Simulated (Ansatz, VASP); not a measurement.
Two plane-wave programs on CoO

INCAR

```
SYSTEM = CoO
PREC = Accurate
ENCUT = 600
EDIFF = 1E-7
ISMEAR = -1
SIGMA = 0.05
LREAL = .FALSE.
LASPH = .TRUE.
NELM = 150
ALGO = Normal
ISIF = 3
LWAVE = .FALSE.
LCHARG = .FALSE.
ISPIN = 2
MAGMOM = 2 0
LORBIT = 11
LMAXMIX = 4
GGA = PE
IBRION = 2
NSW = 60
EDIFFG = -0.01
```

The input KPOINTS:

```
Automatic mesh
0
G
  11 11 10
  0 0 0
```

Contents of POSCAR:

```
CoO
1.0
    2.8562992300      0.0000000000      0.0000000000
   -1.4281496100      2.4736276900      0.0000000000
    0.0000000000      0.0000000000      2.7876065300
Co O
1 1
Direct
    0.0000000000      0.0000000000      0.0000000000
    0.6666666667      0.3333333333      0.5000000000
```

File input.yaml:

```yaml
crystal:
  lattice:
    - [2.85629923, 0.0, 0.0]
    - [-1.42814961, 2.47362769, 0.0]
    - [0.0, 0.0, 2.78760653]
  atoms:
    - { symbol: Co, position: [0.0, 0.0, 0.0], spin: 2.0 }
    - { symbol: O, position: [0.6666666667, 0.3333333333, 0.5] }
hamiltonian:
  xc: pbe
  pseudopotentials: { kind: paw }
magnetization:
  spin_polarized: true
kpoints:
  mp_grid: { grid: [11, 11, 10] }
scf:
  occupations: { method: fermi_dirac, width: 0.05 }
output:
  forces: true
  stress: true
  eigenvalues: true
  write_density: true
  write_potential: true
  elf: true
  volumetric_format: npy
relax:
  f_tol: 0.01
  max_steps: 40
  cell: { stress_tol: 0.05 }
```

Alike in both runs: task relaxation of cell and atoms; functional PBE; k mesh 11 × 11 × 10; occupations fermi-dirac, width 0.05 eV; collinear spin.

|  | VASP | Ansatz |
| --- | --- | --- |
| version | VASP 6.6.1 | Ansatz 0.2.0 |
| potentials or method | VASP PAW PBE potentials, release 64 (Co, O) | Ansatz PAW |
| plane-wave cutoff (eV) | 600 | 420 |
| valence electrons in the cell | 15 | 23 |

|  | VASP | Ansatz | Ansatz less VASP |
| --- | --- | --- | --- |
| gap on the k mesh at the Fermi level, each at its own relaxed structure (eV) | none | none | - |
| net moment per atom (μB) | 1.50 | 1.50 | 0.000 |
| size of the moment on the site where the two differ most (μB) | 2.55 | 2.50 | -0.044 |
| relaxed volume (Å³/atom) | 9.41 | 9.43 | +0.028 |
| relaxed cell length with the largest relative difference (Å) | 2.715 | 2.721 | +0.0060 |

Site moments also hang on the region over which each program counts them. A gap of «none» marks a metal or a gap that the smearing closes. VASP's potentials hold 15 valence electrons a cell and Ansatz's 23, so a difference there can come from the potentials and not from the codes.

Noted on Ansatz's run: the plane-wave basis is chosen anew once the cell has moved, so the energies of steps on either side of that aren't comparable.
